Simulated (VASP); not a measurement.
# Si (Ia-3) in VASP: single point with PBEsol

Aim: the single point of Si with PBEsol.

All numbers are computed with VASP 6.6.1; they aren't measurements. Logs are shortened: lines on timing, memory, paths and dates and some standing lists are left out, and cuts for length are marked.

## (1) The cell of the first run

The structure is cubic, space group Ia-3 (No. 206). The conventional cell has a = 6.656 Å, b = 6.656 Å, c = 6.656 Å, α = 90.00°, β = 90.00°, γ = 90.00°. Si (site symmetry 3) has 4 Si at 2.34 to 2.39 Å within 3.1 Å.

## (2) Single point, PBEsol

Input file INCAR:

```
PREC     = Accurate       # precision mode
ENCUT    = 500            # plane-wave cutoff, eV
EDIFF    = 1E-6           # SCF threshold, eV
ISMEAR   = 0              # smearing method
SIGMA    = 0.1            # smearing width, eV
LREAL    = F              # projectors in reciprocal space
LASPH    = T              # aspherical terms in the spheres
NELM     = 120            # most SCF steps
ALGO     = Normal         # electronic algorithm
ISIF     = 2              # what is computed and relaxed
LWAVE    = F              # write WAVECAR
LCHARG   = T              # write CHGCAR
GGA      = PS             # functional
LELF     = T              # ELF
LVHAR    = T            
NBANDS   = 26             # bands
GGA_COMPAT= F
```

Input file KPOINTS:

```
regular mesh
0
Gamma
  4 4 4
```

Input file POSCAR:

```
Si
1.0
   -3.3278250000      3.3278250000      3.3278250000
    3.3278250000     -3.3278250000      3.3278250000
    3.3278250000      3.3278250000     -3.3278250000
Si
8
Direct
    0.2031140000      0.5000000000      0.0000000000
    0.0000000000      0.2031140000      0.5000000000
    0.5000000000      0.0000000000      0.2031140000
    0.2968860000      0.2968860000      0.2968860000
    0.7968860000      0.5000000000      0.0000000000
    0.0000000000      0.7968860000      0.5000000000
    0.5000000000      0.0000000000      0.7968860000
    0.7031140000      0.7031140000      0.7031140000
```

Potentials or basis: VASP PAW PBE potentials, release 64 (Si).

On the command line:

```
> cat potpaw_PBE.64/Si/POTCAR > POTCAR
> mpirun -np 1 vasp_std > vasp.out
```

OUTCAR:

```text
PREC = Accurate
   ENCUT = 500
   EDIFF = 1E-6
   ISMEAR = 0
   LREAL = F
   LASPH = T
   NELM = 120
   ISIF = 2
   GGA = PS

 ion  position               nearest neighbor table
   1  0.203  0.500  0.000-   5 2.34   4 2.39   3 2.39   2 2.39
   2  0.000  0.203  0.500-   6 2.34   4 2.39   1 2.39   3 2.39
   3  0.500  0.000  0.203-   7 2.34   4 2.39   1 2.39   2 2.39
   4  0.297  0.297  0.297-   8 2.34   2 2.39   3 2.39   1 2.39
   5  0.797  0.500  0.000-   1 2.34   6 2.39   8 2.39   7 2.39
   6  0.000  0.797  0.500-   2 2.34   8 2.39   5 2.39   7 2.39
   7  0.500  0.000  0.797-   3 2.34   5 2.39   8 2.39   6 2.39
   8  0.703  0.703  0.703-   4 2.34   5 2.39   6 2.39   7 2.39

  LATTYP: Found a body centered cubic cell.
 ALAT       =     6.6556500000

  Lattice vectors:

 A1 = (  -3.3278250000,   3.3278250000,   3.3278250000)
 A2 = (   3.3278250000,  -3.3278250000,   3.3278250000)
 A3 = (   3.3278250000,   3.3278250000,  -3.3278250000)

Analysis of symmetry for initial positions (statically):
=====================================================================
 Subroutine PRICEL returns:
 Original cell was already a primitive cell.

 Routine SETGRP: Setting up the symmetry group for a
 body centered cubic supercell.

 Subroutine GETGRP returns: Found 24 space group operations
 (whereof  6 operations were pure point group operations)
 out of a pool of 48 trial point group operations.

The static configuration has the point symmetry S_6 .
 The point group associated with its full space group is T_h .

Analysis of symmetry for dynamics (positions and initial velocities):
=====================================================================
 Subroutine PRICEL returns:
 Original cell was already a primitive cell.

 Routine SETGRP: Setting up the symmetry group for a
 body centered cubic supercell.

 Subroutine GETGRP returns: Found 24 space group operations
 (whereof  6 operations were pure point group operations)
 out of a pool of 48 trial point group operations.

The dynamic configuration has the point symmetry S_6 .
 The point group associated with its full space group is T_h .

 Subroutine INISYM returns: Found 24 space group operations
 (whereof  6 operations are pure point group operations),
 and found     1 'primitive' translations

----------------------------------------------------------------------------------------

                                     Primitive cell

  volume of cell :     147.4149

  direct lattice vectors                    reciprocal lattice vectors
    -3.327825000  3.327825000  3.327825000     0.000000000  0.150248285  0.150248285
     3.327825000 -3.327825000  3.327825000     0.150248285  0.000000000  0.150248285
     3.327825000  3.327825000 -3.327825000     0.150248285  0.150248285  0.000000000

  length of vectors
     5.763961979  5.763961979  5.763961979     0.212483163  0.212483163  0.212483163

  position of ions in fractional coordinates (direct lattice)
     0.203114000  0.500000000  0.000000000
     0.000000000  0.203114000  0.500000000
     0.500000000  0.000000000  0.203114000
     0.296886000  0.296886000  0.296886000
     0.796886000  0.500000000  0.000000000
     0.000000000  0.796886000  0.500000000
     0.500000000  0.000000000  0.796886000
     0.703114000  0.703114000  0.703114000

  ion indices of the primitive-cell ions
   primitive index   ion index
                 1           1
                 2           2
                 3           3
                 4           4
                 5           5
                 6           6
                 7           7
                 8           8

----------------------------------------------------------------------------------------

 KPOINTS: regular mesh

Automatic generation of k-mesh.
 Grid dimensions read from file:
 generate k-points for:    4    4    4

 Generating k-lattice:

  Cartesian coordinates                     Fractional coordinates (reciprocal lattice)
     0.000000000  0.037562071  0.037562071     0.250000000  0.000000000  0.000000000
     0.037562071  0.000000000  0.037562071     0.000000000  0.250000000  0.000000000
     0.037562071  0.037562071  0.000000000     0.000000000  0.000000000  0.250000000

  Length of vectors
     0.053120791  0.053120791  0.053120791

  Shift w.r.t. Gamma in fractional coordinates (k-lattice)
     0.000000000  0.000000000  0.000000000

 Subroutine IBZKPT returns following result:
 ===========================================

 Found      8 irreducible k-points:

 Following reciprocal coordinates:
            Coordinates               Weight
  0.000000  0.000000  0.000000      1.000000
  0.250000  0.000000  0.000000     12.000000
  0.500000  0.000000  0.000000      6.000000
  0.250000  0.250000  0.000000     24.000000
  0.250000  0.250000  0.250000      2.000000
 -0.250000  0.250000  0.250000      6.000000
  0.500000  0.500000  0.250000     12.000000
  0.500000  0.500000  0.500000      1.000000
   k-points           NKPTS =      8   k-points in BZ     NKDIM =      8   number of bands    NBANDS=     26
   number of dos      NEDOS =    301   number of ions     NIONS =      8
   total plane-waves  NPLWV =  74088
   dimension x,y,z NGX =    42 NGY =   42 NGZ =   42
   dimension x,y,z NGXF=    84 NGYF=   84 NGZF=   84
   ions per type =               8
   NGX,Y,Z   is equivalent  to a cutoff of  12.11, 12.11, 12.11 a.u.
   NGXF,Y,Z  is equivalent  to a cutoff of  24.23, 24.23, 24.23 a.u.
 SYSTEM =  unknown system
   PREC   = accura    normal or accurate (medium, high low for compatibility)
   ISTART =      0    job   : 0-new  1-cont  2-samecut
   ICHARG =      2    charge: 1-file 2-atom 10-const
   ISPIN  =      1    spin polarized calculation?
   LNONCOLLINEAR =      F non collinear calculations
   LSORBIT =      F    spin-orbit coupling
   LASPH  =      T    aspherical Exc in radial PAW
   ENCUT  =  500.0 eV  36.75 Ry    6.06 a.u.  10.51 10.51 10.51*2*pi/ulx,y,z
   NELM   =    120;   NELMIN=  2; NELMDL= -5     # of ELM steps
   EDIFF  = 0.1E-05   stopping-criterion for ELM
   LREAL  =      F    real-space projection
   EDIFFG = 0.1E-04   stopping-criterion for IOM
   NSW    =      0    number of steps for IOM
   IBRION =     -1    ionic relax: 0-MD 1-quasi-New 2-CG
   NFREE  =      0    steps in history (QN), initial steepest desc. (CG)
   ISIF   =      2    stress and relaxation
   ISYM   =      2    0-nonsym 1-usesym 2-fastsym
   POTIM  = 0.5000    time-step for ionic-motion
   TEBEG  =    0.0;   TEEND  =   0.0 temperature during run
   PSTRESS=    0.0 pullay stress
   NELECT =      32.0000    total number of electrons
   NUPDOWN=      -1.0000    fix difference up-down
   EMIN   =  10.00;   EMAX   =-10.00  energy-range for DOS
   EFERMI =   0.00;   METHOD = LEGACY
   ISMEAR =     0;   SIGMA  =   0.10  broadening in eV -4-tet -1-fermi 0-gaus
   EFERMI_NEDOS =   21; number of points for ismear=-14 and -15
   IALGO  =     38    algorithm
   IMIX   =      4    mixing-type and parameters
     AMIX     =   0.40;   BMIX     =  1.00
     AMIX_MAG =   1.60;   BMIX_MAG =  1.00
  volume/ion in A,a.u.               =      18.43       124.35
  Fermi-wavevector in a.u.,A,eV,Ry     =   0.983885  1.859273 13.170844  0.968030
  Thomas-Fermi vector in A             =   2.115076
   LORBIT       =      0    0 simple, 1 ext, 2 COOP (PROOUT), +10 PAW based schemes
   GGA     = PS    functional components
   LHFCALC =     F    Hartree Fock is set to
   AEXX    =    0.0000 exact exchange contribution
   IVDW    =     0    specifies the selected vdW correction
   LEPSILON=     F    determine dielectric tensor
   LRPA    =     F    only Hartree local field effects (RPA)
 non-spin polarized calculation
 Gauss-broadening in eV      SIGMA  =   0.10
  energy-cutoff  :      500.00
  volume of cell :      147.41
 maximum number of plane-waves:      3784
   NGX = 21   NGY = 21   NGZ = 21

 number of electron      32.0000004 magnetization

 Free energy of the ion-electron system (eV)
  ---------------------------------------------------
  ext. energy  EPLUGINS =         0.00000000
  ---------------------------------------------------
  free energy    TOTEN  =       -44.98979465 eV

  energy without entropy =      -44.98269041  energy(sigma->0) =      -44.98624253

 E-fermi :   7.0932     XC(G=0): -10.0416

 val. band max:        6.4818455368   @ k =   0.5000   0.5000   0.2500
 cond. band min:       7.1547232160   @ k =   0.5000   0.5000   0.5000
 fundamental gap:      0.6728776793
 Fermi energy:         7.0931862310

 k-point     1 :       0.0000    0.0000    0.0000
  band No.  band energies     occupation
      1      -5.6753      2.00000
      2      -1.3284      2.00000
      3      -0.9835      2.00000
      4      -0.9835      2.00000
      5      -0.9835      2.00000
      6       0.5439      2.00000
[... 18 lines left out ...]
     25      12.3039      0.00000
     26      12.7783      0.00000

 k-point     2 :       0.2500    0.0000    0.0000
  band No.  band energies     occupation
      1      -5.2954      2.00000
      2      -2.4822      2.00000
      3      -1.7308      2.00000
      4      -1.5763      2.00000
      5      -0.5767      2.00000
      6       0.1042      2.00000
[... 18 lines left out ...]
     25      11.6894      0.00000
     26      12.0148      0.00000

 k-point     3 :       0.5000    0.0000    0.0000
  band No.  band energies     occupation
      1      -4.1818      2.00000
      2      -4.1818      2.00000
      3      -1.9644      2.00000
      4      -1.9644      2.00000
      5      -0.3377      2.00000
      6      -0.3377      2.00000
[... 18 lines left out ...]
     25      11.5336      0.00000
     26      11.5336      0.00000

 k-point     4 :       0.2500    0.2500    0.0000
  band No.  band energies     occupation
      1      -4.5484      2.00000
      2      -3.1570      2.00000
      3      -3.1164      2.00000
      4      -1.8806      2.00000
      5      -0.0529      2.00000
      6       0.3013      2.00000
[... 18 lines left out ...]
     25      11.4386      0.00000
     26      11.6576      0.00000

 k-point     5 :       0.2500    0.2500    0.2500
  band No.  band energies     occupation
      1      -3.4592      2.00000
      2      -3.4592      2.00000
      3      -3.4592      2.00000
      4      -3.4592      2.00000
      5       1.6115      2.00000
      6       1.6115      2.00000
[... 18 lines left out ...]
     25      11.0558      0.00000
     26      11.0558      0.00000

 k-point     6 :      -0.2500    0.2500    0.2500
  band No.  band energies     occupation
      1      -4.9227      2.00000
      2      -2.6013      2.00000
      3      -2.5357      2.00000
      4      -1.3629      2.00000
      5      -1.3274      2.00000
      6       0.3874      2.00000
[... 18 lines left out ...]
     25      11.5413      0.00000
     26      11.7106      0.00000

 k-point     7 :       0.5000    0.5000    0.2500
  band No.  band energies     occupation
      1      -3.8525      2.00000
      2      -3.8502      2.00000
      3      -2.9116      2.00000
      4      -1.6290      2.00000
      5      -0.7950      2.00000
      6      -0.7592      2.00000
[... 18 lines left out ...]
     25      10.7349      0.00000
     26      10.9606      0.00000

 k-point     8 :       0.5000    0.5000    0.5000
  band No.  band energies     occupation
      1      -3.2653      2.00000
      2      -3.2653      2.00000
      3      -3.2653      2.00000
      4      -1.8698      2.00000
      5      -1.8698      2.00000
      6      -1.8698      2.00000
[... 18 lines left out ...]
     25      10.6406      0.00000
     26      10.6406      0.00000

------------------------ aborting loop because EDIFF is reached ----------------------------------------

  FORCE on cell =-STRESS in cart. coord.  units (eV):
  Direction    XX          YY          ZZ          XY          YZ          ZX
  --------------------------------------------------------------------------------------
  -------------------------------------------------------------------------------------
  Total       -1.7955646     -1.7955646     -1.7955646     -0.0000000     -0.0000000      0.0000000
  in kB      -19.5150733    -19.5150733    -19.5150733     -0.0000000     -0.0000000      0.0000000
  external PRESSURE =     -19.5150733 kB  Pullay stress =       0.0000000 kB

 VOLUME and BASIS-vectors are now :
 -----------------------------------------------------------------------------
  energy-cutoff  :      500.00
  volume of cell :      147.41
      direct lattice vectors                 reciprocal lattice vectors
    -3.327825000  3.327825000  3.327825000     0.000000000  0.150248285  0.150248285
     3.327825000 -3.327825000  3.327825000     0.150248285  0.000000000  0.150248285
     3.327825000  3.327825000 -3.327825000     0.150248285  0.150248285  0.000000000

 POSITION                                       TOTAL-FORCE (eV/Angst)
 -----------------------------------------------------------------------------------
      0.98798     -0.98798      2.33984        -0.027388      0.027388      0.027388
      2.33984      0.98798     -0.98798         0.027388     -0.027388      0.027388
     -0.98798      2.33984      0.98798         0.027388      0.027388     -0.027388
      0.98798      0.98798      0.98798        -0.027388     -0.027388     -0.027388
     -0.98798      0.98798      4.31581         0.027388     -0.027388     -0.027388
      4.31581     -0.98798      0.98798        -0.027388      0.027388     -0.027388
      0.98798      4.31581     -0.98798        -0.027388     -0.027388      0.027388
      2.33984      2.33984      2.33984         0.027388      0.027388      0.027388
 -----------------------------------------------------------------------------------
    total drift:                                0.000000     -0.000000      0.000000

  FREE ENERGIE OF THE ION-ELECTRON SYSTEM (eV)
  ---------------------------------------------------
  free  energy   TOTEN  =       -44.9897946462 eV

  energy  without entropy=      -44.9826904122  energy(sigma->0) =      -44.98624253
```

Run time: 43 s. Hardware: 1 thread of Intel Xeon 8259CL, shared host; peak memory 0.24 GiB.

What came out:

```yaml
Free_energy: -44.9898 eV
Pressure: -2.0 GPa
Largest_force: 0.047 eV/Å
Band_gap_on_the_k_mesh: zero (filled and empty bands touch)
```

Forces in eV/Å, atoms in the order of the input:
```
Si  -0.027  0.027  0.027
Si   0.027 -0.027  0.027
Si   0.027  0.027 -0.027
Si  -0.027 -0.027 -0.027
Si   0.027 -0.027 -0.027
Si  -0.027  0.027 -0.027
Si  -0.027 -0.027  0.027
Si   0.027  0.027  0.027
```

Levels at points of the mesh, in eV from the Fermi level:
| k point | band 14 | band 15 | band 16 | band 17 | band 18 | band 19 |
| --- | --- | --- | --- | --- | --- | --- |
| (0.00, 0.00, 0.00) | -1.56 | -1.56 | -0.97 | 1.52 | 1.52 | 1.52 |
| (0.50, 0.00, 0.00) | -2.27 | -1.43 | -1.43 | 0.23 | 0.23 | 1.85 |
| (0.50, 0.50, 0.50) | -0.73 | 0.06 | 0.06 | 0.06 | 2.64 | 2.71 |

Caveat: semilocal functionals underestimate gaps, and a narrow one can read as zero; the PAW data sets were made with another functional, which shifts forces and pressure a little.

The gap in the log of VASP goes by the Fermi energy; the results here count the filled bands.